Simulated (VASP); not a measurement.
## Hf: single point with PBEsol

The system is Hf, a slab with vacuum.

```
Hf
1.0
     3.15801    0.00000    0.00000
    -1.57901    2.73492    0.00000
     0.00000    0.00000   26.00900
Hf
5
Direct
  0.00000 0.00000 0.30759
  0.33333 0.66667 0.40379
  0.00000 0.00000 0.50000
  0.33333 0.66667 0.59621
  0.00000 0.00000 0.69241
```

```
Program                 : VASP 6.6.1
Task                    : single point
Functional              : PBEsol
Potentials or basis     : VASP PAW PBE potentials, release 64 (Hf_pv)
Cutoff                  : 520 eV
k mesh                  : 13 × 13 × 1
Occupations             : fermi-dirac, width 0.1 eV
Spin                    : no spin polarisation
Dipole correction       : yes
k mesh for the DOS      : 20 × 20 × 1
Occupations for the DOS : tetrahedron
Further INCAR settings  : ALGO = Normal; EDIFF = 1e-06; NBANDS = 33
```

| Item | Value |
| --- | --- |
| Valence electrons inside the program's atomic spheres | Hf 8.22, 8.38, 8.39 (each value once) |

Levels at points of the mesh, in eV from the Fermi level:
```
           k point  band 22  band 23  band 24  band 25  band 26  band 27  band 28  band 29
(0.00, 0.00, 0.00)    -0.01     0.32     0.61     0.78     1.11     1.11     1.15     1.15
(0.50, 0.00, 0.00)    -1.32    -1.14    -1.02     0.22     0.46     1.10     1.21     1.48
```

It took 7.5 min on 1 thread of Intel(R) Xeon(R) Platinum 8488C (Sapphire Rapids) (shared host), peak memory 0.44 GiB.

Caveat: spin-orbit coupling is left out, which moves the levels of the heavy elements.
